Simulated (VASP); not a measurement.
Crystal: Si.

```xyz
4
Lattice="3.8321 0.0000 0.0000 -1.9161 3.3187 0.0000 0.0000 0.0000 6.3412" Properties=species:S:1:pos:R:3 pbc="T T T"
Si    0.0000    2.2125    0.3999
Si    1.9161    1.1062    3.5705
Si    0.0000    2.2125    2.7707
Si    1.9161    1.1062    5.9414
```

Base run:

* Program: VASP 6.6.1
* Functional: PBEsol
* Potentials or basis: VASP PAW PBE potentials, release 64 (Si)
* Cutoff: 500 eV
* k mesh: 6 × 6 × 4
* Occupations: gaussian, width 0.01 eV
* Spin: no spin polarisation

Its results: band gap on the k mesh 0.30 eV, indirect (least direct gap 0.96 eV); pressure -0.4 GPa; largest force 0.014 eV/Å.

Problem. The run is repeated on the same cell with these changes: dispersion from none to D4. What comes out?

Solution. Band gap on the k mesh 0.30 eV, indirect (least direct gap 0.96 eV); pressure -1.8 GPa; largest force 0.016 eV/Å.

Dispersion adds attraction, which lowers the pressure at fixed volume and, as a term added to the energy, leaves the levels alone.

Caveats: the PAW data sets were made with another functional, which shifts forces and pressure a little.

A k mesh can miss the band edges.
